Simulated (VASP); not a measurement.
Runs of VASP 6.6.1 on AlN (d3). The structure is that of space group Fm-3m (No. 225), or close to it. The cells are those of the table. 

```tsv
task	cell	k mesh	smearing	gap on the mesh (eV)	pressure (GPa)	relaxed volume (Å³/atom)
single point	a = 2.923 Å, angles 60.0°, 2 atoms	10 × 10 × 10	gaussian 0.02 eV	3.94	-20.2	-
relaxation of cell and atoms	relaxed from a = 2.840 Å, angles 60.0°, 2 atoms	10 × 10 × 10	gaussian 0.02 eV	4.75	0.0	8.09
single point	a = 2.840 Å, angles 60.0°, 2 atoms	10 × 10 × 10	gaussian 0.02 eV	4.75	-0.2	-
single point	a = 2.840 Å, angles 60.0°, 2 atoms	8 × 8 × 8	gaussian 0.1 eV	4.75	-0.2	-
single point	a = 2.782 Å, angles 60.0°, 2 atoms	10 × 10 × 10	gaussian 0.02 eV	(b)	19.0	-
single point	a = 2.896 Å, angles 60.0°, 2 atoms	10 × 10 × 10	gaussian 0.02 eV	(a)	-14.5	-
single point	a = 2.752 Å, angles 60.0°, 2 atoms	10 × 10 × 10	gaussian 0.02 eV	4.91	31.0	-
single point	a = 2.811 Å, angles 60.0°, 2 atoms	10 × 10 × 10	gaussian 0.02 eV	5.05	8.7	-
single point	a = 2.877 Å, angles 60.0°, 2 atoms	8 × 8 × 8	gaussian 0.1 eV	4.37	(c)	-
relaxation of cell and atoms	relaxed from a = 2.877 Å, angles 60.0°, 2 atoms	8 × 8 × 8	gaussian 0.1 eV	4.75	0.0	8.09
single point	a = 2.868 Å, angles 60.0°, 2 atoms	10 × 10 × 10	gaussian 0.02 eV	4.46	(d)	-
```

Alike in all rows: level PBEsol+D3(BJ); potentials or basis VASP PAW PBE potentials, release 64 (Al, N); no spin polarisation; cutoff (eV) 600.

Q: Estimate the missing entries.

A: (a) 4.19; (b) 4.98; (c) -10.1; (d) -7.9.

Caveats: the PAW data sets were made with another functional, which shifts forces and pressure a little.

A k mesh can miss the band edges.
